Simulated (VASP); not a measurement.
Here is a VASP 6.6.1 calculation.

The input INCAR:

```
PREC     = Accurate       # precision mode
ENCUT    = 520            # plane-wave cutoff, eV
EDIFF    = 1E-6           # SCF threshold, eV
ISMEAR   = 1              # smearing method
SIGMA    = 0.1            # smearing width, eV
LREAL    = F              # projectors in reciprocal space
LASPH    = T              # aspherical terms in the spheres
NELM     = 60             # most SCF steps
ALGO     = Normal         # electronic algorithm
ISIF     = 2              # what is computed and relaxed
LWAVE    = F              # write WAVECAR
LCHARG   = F              # write CHGCAR
NBANDS   = 19             # bands
```

Contents of KPOINTS:

```
Automatic mesh
0
Gamma
  11 11 6
```

Contents of POSCAR:

```
Ti
1.0
    2.8481936846      0.0000000000      0.0000000000
   -1.4240968423      2.4666081426      0.0000000000
    0.0000000000      0.0000000000      4.5184903200
Ti
2
Direct
    0.3333333333      0.6666666667      0.2500000000
    0.6666666667      0.3333333333      0.7500000000
```

Potentials or basis: VASP PAW LDA potentials, release 64 (Ti_sv).

The run is started by

```console
$ cat potpaw_LDA.64/Ti_sv/POTCAR > POTCAR
$ mpirun -np 1 vasp_std > vasp.out
```

Problem. Estimate the band gap on the k mesh.

Solution. Zero (band 12 reaches 9.87 eV, above the bottom of band 13 at 8.93 eV).

Problem. What does it give for the pressure?

Solution. 1.6 GPa.

Stress tensor (GPa, compression positive):
```
1.67 0.00 0.00
0.00 1.67 0.00
0.00 0.00 1.50
```
